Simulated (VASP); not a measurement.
A run of VASP 6.6.1 is set up as follows.

File INCAR:

```
SYSTEM = SnO
ALGO = Normal
EDIFF = 1E-6
ENCUT = 1340
GGA_COMPAT = .False.
ISIF = 2
ISMEAR = 0
LASPH = .True.
LCHARG = .False.
LREAL = .False.
LWAVE = .False.
NBANDS = 28
NELM = 120
PREC = Accurate
SIGMA = 0.15
```

The input KPOINTS:

```
k-points
0
Gamma
  10 10 8
  0 0 0
```

The input POSCAR:

```
SnO
1.0
    3.7093000000      0.0000000000      0.0000000000
    0.0000000000      3.7093000000      0.0000000000
    0.0000000000      0.0000000000      4.5398000000
Sn O
2 2
Direct
    0.0000000000      0.5000000000      0.2455950842
    0.5000000000      0.0000000000      0.7544049158
    0.0000000000      0.0000000000      0.0000000000
    0.5000000000      0.5000000000      0.0000000000
```

Potentials or basis: VASP PAW LDA potentials, release 64 (Sn_d, O_h).

The run is started by

```sh
$ cat potpaw_LDA.64/Sn_d/POTCAR potpaw_LDA.64/O_h/POTCAR > POTCAR
$ mpirun -np 1 vasp_std > vasp.out
```

(1) What does it give for the pressure?

(2) What does it give for the band gap on the k mesh?

Answers

(1) 7.0 GPa.

(2) zero (bands 20 and 21 overlap by 0.37 eV).

Caveat: the cell stands under pressure; semilocal functionals underestimate gaps, and a narrow one can read as zero; spin-orbit coupling is left out, which moves the levels of the heavy elements; forces of over 1 eV/Å act on the atoms, so gaps and moduli don't describe the material at rest.
